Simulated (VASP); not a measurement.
# Si (I4_1/amd) in VASP: a series of runs

Runs on Si. Level: PBEsol. Tasks: single point.

Everything below comes from runs of VASP 6.6.1. Logs are shortened: lines on timing, memory, paths and dates and some standing lists are left out, and cuts for length are marked.

### 1 The cell of the first run

The structure is tetragonal, space group I4_1/amd (No. 141). The conventional cell has a = 3.826 Å, b = 3.826 Å, c = 5.515 Å, α = 90.00°, β = 90.00°, γ = 90.00°. Si (site symmetry -4m2) has 4 Si at 2.36 Å within 3.1 Å.

### 2 Single point, PBEsol

File INCAR:

```
PREC     = Accurate       # precision mode
ENCUT    = 500            # plane-wave cutoff, eV
EDIFF    = 1E-6           # SCF threshold, eV
ISMEAR   = 0              # smearing method
SIGMA    = 0.01           # smearing width, eV
LREAL    = False          # projectors in reciprocal space
LASPH    = True           # aspherical terms in the spheres
NELM     = 120            # most SCF steps
ALGO     = Normal         # electronic algorithm
ISIF     = 2              # what is computed and relaxed
LWAVE    = False          # write WAVECAR
LCHARG   = False          # write CHGCAR
GGA      = PS             # functional
NBANDS   = 11             # bands
GGA_COMPAT= False
```

File KPOINTS:

```
Automatic mesh
0
Gamma
  4 4 4
```

File POSCAR:

```
Si
1.0
    0.0000000000      2.7055485941      2.7575828868
    2.7055485941      0.0000000000      2.7575828868
    2.7055485941      2.7055485941      0.0000000000
Si
2
Direct
    0.0000000000      0.0000000000      0.0000000000
    0.2500000000      0.2500000000      0.2500000000
```

Potentials or basis: VASP PAW PBE potentials, release 64 (Si).

Run with:

```
> cat potpaw_PBE.64/Si/POTCAR > POTCAR
> mpirun -np 1 vasp_std > vasp.out
```

OUTCAR:

```text
PREC = Accurate
   ENCUT = 500
   EDIFF = 1E-6
   ISMEAR = 0
   LREAL = False
   LASPH = True
   NELM = 120
   ISIF = 2
   GGA = PS

 ion  position               nearest neighbor table
   1  0.000  0.000  0.000-   2 2.36   2 2.36   2 2.36   2 2.36
   2  0.250  0.250  0.250-   1 2.36   1 2.36   1 2.36   1 2.36

  LATTYP: Found a body centered tetragonal cell.
 ALAT       =     3.8262235154
 C/A-ratio  =     1.4414123355

  Lattice vectors:

 A1 = (  -2.7055485941,   0.0000000000,   2.7575828868)
 A2 = (   2.7055485941,   0.0000000000,   2.7575828868)
 A3 = (   0.0000000000,   2.7055485941,  -2.7575828868)

Analysis of symmetry for initial positions (statically):
=====================================================================
 Subroutine PRICEL returns:
 Original cell was already a primitive cell.

 Routine SETGRP: Setting up the symmetry group for a
 body centered tetragonal supercell.

 Subroutine GETGRP returns: Found 16 space group operations
 (whereof  8 operations were pure point group operations)
 out of a pool of 16 trial point group operations.

The static configuration has the point symmetry D_2d.
 The point group associated with its full space group is D_4h.

Analysis of symmetry for dynamics (positions and initial velocities):
=====================================================================
 Subroutine PRICEL returns:
 Original cell was already a primitive cell.

 Routine SETGRP: Setting up the symmetry group for a
 body centered tetragonal supercell.

 Subroutine GETGRP returns: Found 16 space group operations
 (whereof  8 operations were pure point group operations)
 out of a pool of 16 trial point group operations.

The dynamic configuration has the point symmetry D_2d.
 The point group associated with its full space group is D_4h.

 Subroutine INISYM returns: Found 16 space group operations
 (whereof  8 operations are pure point group operations),
 and found     1 'primitive' translations

----------------------------------------------------------------------------------------

                                     Primitive cell

  volume of cell :      40.3710

  direct lattice vectors                    reciprocal lattice vectors
     0.000000000  2.705548594  2.757582887    -0.184805404  0.184805404  0.181318213
     2.705548594  0.000000000  2.757582887     0.184805404 -0.184805404  0.181318213
     2.705548594  2.705548594  0.000000000     0.184805404  0.184805404 -0.181318213

  length of vectors
     3.863192536  3.863192536  3.826223515     0.318091761  0.318091761  0.318091761

  position of ions in fractional coordinates (direct lattice)
     0.000000000  0.000000000  0.000000000
     0.250000000  0.250000000  0.250000000

  ion indices of the primitive-cell ions
   primitive index   ion index
                 1           1
                 2           2

----------------------------------------------------------------------------------------

 KPOINTS: Automatic mesh

Automatic generation of k-mesh.
 Grid dimensions read from file:
 generate k-points for:    4    4    4

 Generating k-lattice:

  Cartesian coordinates                     Fractional coordinates (reciprocal lattice)
    -0.046201351  0.046201351  0.045329553     0.250000000  0.000000000  0.000000000
     0.046201351 -0.046201351  0.045329553     0.000000000  0.250000000  0.000000000
     0.046201351  0.046201351 -0.045329553    -0.000000000 -0.000000000  0.250000000

  Length of vectors
     0.079522940  0.079522940  0.079522940

  Shift w.r.t. Gamma in fractional coordinates (k-lattice)
     0.000000000  0.000000000  0.000000000

 Subroutine IBZKPT returns following result:
 ===========================================

 Found     13 irreducible k-points:

 Following reciprocal coordinates:
            Coordinates               Weight
  0.000000  0.000000  0.000000      1.000000
  0.250000  0.000000  0.000000      8.000000
  0.500000  0.000000  0.000000      4.000000
  0.250000  0.250000  0.000000      2.000000
  0.500000  0.250000  0.000000      8.000000
 -0.250000  0.250000  0.000000      4.000000
  0.500000  0.500000  0.000000      1.000000
  0.250000  0.000000  0.250000      4.000000
  0.500000  0.000000  0.250000     16.000000
 -0.250000  0.000000  0.250000      8.000000
 -0.250000  0.500000  0.250000      4.000000
  0.500000  0.000000  0.500000      2.000000
 -0.250000  0.250000  0.500000      2.000000
   k-points           NKPTS =     13   k-points in BZ     NKDIM =     13   number of bands    NBANDS=     11
   number of dos      NEDOS =    301   number of ions     NIONS =      2
   total plane-waves  NPLWV =  21952
   dimension x,y,z NGX =    28 NGY =   28 NGZ =   28
   dimension x,y,z NGXF=    56 NGYF=   56 NGZF=   56
   ions per type =               2
   NGX,Y,Z   is equivalent  to a cutoff of  12.05, 12.05, 12.17 a.u.
   NGXF,Y,Z  is equivalent  to a cutoff of  24.10, 24.10, 24.33 a.u.
 SYSTEM =  unknown system
   PREC   = accura    normal or accurate (medium, high low for compatibility)
   ISTART =      0    job   : 0-new  1-cont  2-samecut
   ICHARG =      2    charge: 1-file 2-atom 10-const
   ISPIN  =      1    spin polarized calculation?
   LNONCOLLINEAR =      F non collinear calculations
   LSORBIT =      F    spin-orbit coupling
   LASPH  =      T    aspherical Exc in radial PAW
   ENCUT  =  500.0 eV  36.75 Ry    6.06 a.u.   7.04  7.04  6.98*2*pi/ulx,y,z
   NELM   =    120;   NELMIN=  2; NELMDL= -5     # of ELM steps
   EDIFF  = 0.1E-05   stopping-criterion for ELM
   LREAL  =      F    real-space projection
   EDIFFG = 0.1E-04   stopping-criterion for IOM
   NSW    =      0    number of steps for IOM
   IBRION =     -1    ionic relax: 0-MD 1-quasi-New 2-CG
   NFREE  =      0    steps in history (QN), initial steepest desc. (CG)
   ISIF   =      2    stress and relaxation
   ISYM   =      2    0-nonsym 1-usesym 2-fastsym
   POTIM  = 0.5000    time-step for ionic-motion
   TEBEG  =    0.0;   TEEND  =   0.0 temperature during run
   PSTRESS=    0.0 pullay stress
   NELECT =       8.0000    total number of electrons
   NUPDOWN=      -1.0000    fix difference up-down
   EMIN   =  10.00;   EMAX   =-10.00  energy-range for DOS
   EFERMI =   0.00;   METHOD = LEGACY
   ISMEAR =     0;   SIGMA  =   0.01  broadening in eV -4-tet -1-fermi 0-gaus
   EFERMI_NEDOS =   21; number of points for ismear=-14 and -15
   IALGO  =     38    algorithm
   IMIX   =      4    mixing-type and parameters
     AMIX     =   0.40;   BMIX     =  1.00
     AMIX_MAG =   1.60;   BMIX_MAG =  1.00
  volume/ion in A,a.u.               =      20.19       136.22
  Fermi-wavevector in a.u.,A,eV,Ry     =   0.954440  1.803629 12.394292  0.910955
  Thomas-Fermi vector in A             =   2.083186
   LORBIT       =      0    0 simple, 1 ext, 2 COOP (PROOUT), +10 PAW based schemes
   GGA     = PS    functional components
   LHFCALC =     F    Hartree Fock is set to
   AEXX    =    0.0000 exact exchange contribution
   IVDW    =     0    specifies the selected vdW correction
   LEPSILON=     F    determine dielectric tensor
   LRPA    =     F    only Hartree local field effects (RPA)
 non-spin polarized calculation
 Gauss-broadening in eV      SIGMA  =   0.01
  energy-cutoff  :      500.00
  volume of cell :       40.37
 maximum number of plane-waves:      1040
   NGX = 15   NGY = 15   NGZ = 13

 number of electron       8.0000001 magnetization

 Free energy of the ion-electron system (eV)
  ---------------------------------------------------
  ext. energy  EPLUGINS =         0.00000000
  ---------------------------------------------------
  free energy    TOTEN  =       -11.29340433 eV

  energy without entropy =      -11.29340433  energy(sigma->0) =      -11.29340433

 E-fermi :   5.8472     XC(G=0):  -9.5009

 val. band max:        5.7991651833   @ k =   0.0000   0.0000   0.0000
 cond. band min:       6.2845452280   @ k =   0.5000   0.0000   0.5000
 fundamental gap:      0.4853800447
 Fermi energy:         5.8471580276

 k-point     1 :       0.0000    0.0000    0.0000
  band No.  band energies     occupation
      1      -6.1914      2.00000
      2       5.6632      2.00000
      3       5.7992      2.00000
      4       5.7992      2.00000
      5       8.2259      0.00000
      6       8.2259      0.00000
      7       8.2932      0.00000
      8       8.9795      0.00000
      9      13.2368      0.00000
     10      13.4141      0.00000
     11      13.5885      0.00000

 k-point     2 :       0.2500    0.0000    0.0000
  band No.  band energies     occupation
      1      -5.3930      2.00000
      2       1.8083      2.00000
      3       4.9190      2.00000
      4       5.0605      2.00000
      5       7.6653      0.00000
      6       9.1648      0.00000
      7       9.2124      0.00000
      8      12.5132      0.00000
      9      12.8293      0.00000
     10      12.8987      0.00000
     11      14.4966      0.00000

 k-point     3 :       0.5000    0.0000    0.0000
  band No.  band energies     occupation
      1      -3.8576      2.00000
      2      -1.2363      2.00000
      3       4.4611      2.00000
      4       4.6444      2.00000
      5       7.1647      0.00000
      6       8.9474      0.00000
      7       9.0803      0.00000
      8      13.2330      0.00000
      9      16.1248      0.00000
     10      16.3190      0.00000
     11      16.7911      0.00000

 k-point     4 :       0.2500    0.2500    0.0000
  band No.  band energies     occupation
      1      -5.1348      2.00000
      2       2.1396      2.00000
      3       3.9274      2.00000
      4       3.9274      2.00000
      5       6.8743      0.00000
      6       8.7403      0.00000
      7      11.4195      0.00000
      8      11.4195      0.00000
      9      13.5635      0.00000
     10      14.7619      0.00000
     11      16.8092      0.00000

 k-point     5 :       0.5000    0.2500    0.0000
  band No.  band energies     occupation
      1      -3.5086      2.00000
      2      -0.6472      2.00000
      3       2.1410      2.00000
      4       3.6336      2.00000
      5       7.2471      0.00000
      6      10.2345      0.00000
      7      11.3390      0.00000
      8      11.6417      0.00000
      9      15.7487      0.00000
     10      16.1624      0.00000
     11      17.7427      0.00000
[... 57 lines left out ...]
 k-point    10 :      -0.2500    0.0000    0.2500
  band No.  band energies     occupation
      1      -4.1579      2.00000
      2       0.2917      2.00000
      3       1.9991      2.00000
      4       4.3687      2.00000
      5       8.0340      0.00000
      6      10.4158      0.00000
      7      10.8816      0.00000
      8      11.7425      0.00000
      9      12.1283      0.00000
     10      15.1734      0.00000
     11      18.2739      0.00000

 k-point    11 :      -0.2500    0.5000    0.2500
  band No.  band energies     occupation
      1      -1.9019      2.00000
      2      -1.9019      2.00000
      3       1.8620      2.00000
      4       1.8620      2.00000
      5       9.9730      0.00000
      6       9.9730      0.00000
      7      10.7513      0.00000
      8      10.7513      0.00000
      9      16.1056      0.00000
     10      16.1056      0.00000
     11      18.5317      0.00000

 k-point    12 :       0.5000    0.0000    0.5000
  band No.  band energies     occupation
      1      -2.0179      2.00000
      2      -2.0179      2.00000
      3       2.8426      2.00000
      4       2.8426      2.00000
      5       6.2845      0.00000
      6       6.2845      0.00000
      7      15.6681      0.00000
      8      15.6681      0.00000
      9      16.7309      0.00000
     10      16.7309      0.00000
     11      18.0484      0.00000

 k-point    13 :      -0.2500    0.2500    0.5000
  band No.  band energies     occupation
      1      -1.8614      2.00000
      2      -1.8614      2.00000
      3       1.8694      2.00000
      4       1.8694      2.00000
      5       9.7648      0.00000
      6       9.7648      0.00000
      7      10.4794      0.00000
      8      10.4794      0.00000
      9      16.4680      0.00000
     10      16.4680      0.00000
     11      18.8976      0.00000

------------------------ aborting loop because EDIFF is reached ----------------------------------------

  FORCE on cell =-STRESS in cart. coord.  units (eV):
  Direction    XX          YY          ZZ          XY          YZ          ZX
  --------------------------------------------------------------------------------------
  -------------------------------------------------------------------------------------
  Total        0.1834242      0.1834242     -0.2826065      0.0000000     -0.0000000      0.0000000
  in kB        7.2794405      7.2794405    -11.2156267      0.0000000     -0.0000000      0.0000000
  external PRESSURE =       1.1144181 kB  Pullay stress =       0.0000000 kB

 VOLUME and BASIS-vectors are now :
 -----------------------------------------------------------------------------
  energy-cutoff  :      500.00
  volume of cell :       40.37
      direct lattice vectors                 reciprocal lattice vectors
     0.000000000  2.705548594  2.757582887    -0.184805404  0.184805404  0.181318213
     2.705548594  0.000000000  2.757582887     0.184805404 -0.184805404  0.181318213
     2.705548594  2.705548594  0.000000000     0.184805404  0.184805404 -0.181318213

 POSITION                                       TOTAL-FORCE (eV/Angst)
 -----------------------------------------------------------------------------------
      0.00000      0.00000      0.00000         0.000000      0.000000     -0.000000
      1.35277      1.35277      1.37879        -0.000000     -0.000000      0.000000
 -----------------------------------------------------------------------------------
    total drift:                                0.000000      0.000000     -0.000000

  FREE ENERGIE OF THE ION-ELECTRON SYSTEM (eV)
  ---------------------------------------------------
  free  energy   TOTEN  =       -11.2934043295 eV

  energy  without entropy=      -11.2934043295  energy(sigma->0) =      -11.29340433
```

It took 5 s on 1 thread of Intel Xeon Platinum 8259CL at 2.50GHz (Skylake/Cascade Lake), shared host; peak memory 0.14 GiB.

What came out:

| Quantity | Value |
| --- | --- |
| Free energy | -11.2934 eV |
| Pressure | 0.1 GPa |
| Band gap on the k mesh | 0.49 eV, indirect (least direct gap 2.43 eV) |

Levels at points of the mesh, in eV from the valence-band top:
```tsv
k point	band 2	band 3	band 4	band 5	band 6	band 7
(0.00, 0.00, 0.00)	-0.14	0.00	0.00	2.43	2.43	2.49
(0.50, 0.00, 0.00)	-7.04	-1.34	-1.15	1.37	3.15	3.28
(0.50, 0.50, 0.00)	-7.93	-2.81	-2.81	0.64	0.64	9.95
(0.50, 0.00, 0.50)	-7.82	-2.96	-2.96	0.49	0.49	9.87
```

Caveat: the k points lie up to 0.50 Å⁻¹ apart; the PAW data sets were made with another functional, which shifts forces and pressure a little. A k mesh can miss the band edges.

### 3 Single point, PBEsol

File INCAR:

```
SYSTEM = Si
PREC = Accurate
ENCUT = 500
EDIFF = 1E-6
ISMEAR = 0
SIGMA = 0.01
LREAL = .False.
LASPH = .True.
NELM = 120
ALGO = Normal
ISIF = 2
LWAVE = .False.
LCHARG = .False.
GGA = PS
NBANDS = 11
GGA_COMPAT = .False.
```

File KPOINTS:

```
regular mesh
0
Gamma
  4 4 4
  0 0 0
```

POSCAR is that of step 2.

Potentials or basis: VASP PAW PBE potentials, release 64 (Si).

Run with:

```
> cat potpaw_PBE.64/Si/POTCAR > POTCAR
> mpirun -np 1 vasp_std > vasp.out
```

Run time: 4.6 s. Hardware: 1 thread of Intel Xeon Platinum 8259CL at 2.50GHz (Skylake/Cascade Lake), shared host; peak memory 0.14 GiB.

It converged, with:

* Free energy: -11.2934 eV
* Pressure: 0.1 GPa
* Band gap on the k mesh: 0.49 eV, indirect (least direct gap 2.43 eV)

Stress tensor (GPa, compression positive):
```
 0.73  0.00  0.00
 0.00  0.73  0.00
 0.00  0.00 -1.12
```

Levels at points of the mesh, in eV from the valence-band top:
| k point | band 2 | band 3 | band 4 | band 5 | band 6 | band 7 |
| --- | --- | --- | --- | --- | --- | --- |
| (0.00, 0.00, 0.00) | -0.14 | 0.00 | 0.00 | 2.43 | 2.43 | 2.49 |
| (0.50, 0.00, 0.00) | -7.04 | -1.34 | -1.15 | 1.37 | 3.15 | 3.28 |
| (0.50, 0.50, 0.00) | -7.93 | -2.81 | -2.81 | 0.64 | 0.64 | 9.95 |
| (0.50, 0.00, 0.50) | -7.82 | -2.96 | -2.96 | 0.49 | 0.49 | 9.87 |

Caveat: the k points lie up to 0.50 Å⁻¹ apart; the PAW data sets were made with another functional, which shifts forces and pressure a little.
